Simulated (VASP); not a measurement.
A run of VASP 6.6.1 is set up as follows.

Contents of INCAR:

```
PREC = Accurate
ENCUT = 520
EDIFF = 1E-6
ISMEAR = 0
SIGMA = 0.01
LREAL = F
LASPH = T
NELM = 60
ALGO = Normal
ISIF = 2
LWAVE = F
LCHARG = F
GGA = PE
NBANDS = 26
```

The input KPOINTS:

```
regular mesh
0
Gamma
  9 9 4
```

Contents of POSCAR:

```
C
1.0
    2.5429297700      0.0000000000      0.0000000000
   -1.2714648850      2.2022417809      0.0000000000
    0.0000000000      0.0000000000      8.3866920690
C
8
Direct
    0.0000000000      0.0000000000      0.0007812096
    0.3333333333      0.6666666667      0.2492781312
    0.0000000000      0.0000000000      0.5007812096
    0.6666666667      0.3333333333      0.7492781312
    0.0000000000      0.0000000000      0.1867187904
    0.3333333333      0.6666666667      0.4382218688
    0.0000000000      0.0000000000      0.6867187904
    0.6666666667      0.3333333333      0.9382218688
```

Potentials or basis: VASP PAW PBE potentials, release 64 (C).

Run with:

```bash
$ cat potpaw_PBE.64/C/POTCAR > POTCAR
$ mpirun -np 1 vasp_std > vasp.out
```

Task: What does it give for the band gap on the k mesh?

Result: 4.48 eV, indirect (least direct gap 5.23 eV).

Task: What does it give for the pressure?

Result: -11.6 GPa.

Task: What does it give for the largest force?

Result: 0.020 eV/Å.

Forces on the atoms (eV/Å):
```
C    0.000  0.000 -0.011
C    0.000  0.000 -0.020
C    0.000  0.000 -0.011
C    0.000  0.000 -0.020
C    0.000  0.000  0.011
C    0.000  0.000  0.020
C    0.000  0.000  0.011
C    0.000  0.000  0.020
```

 A k mesh can miss the band edges.
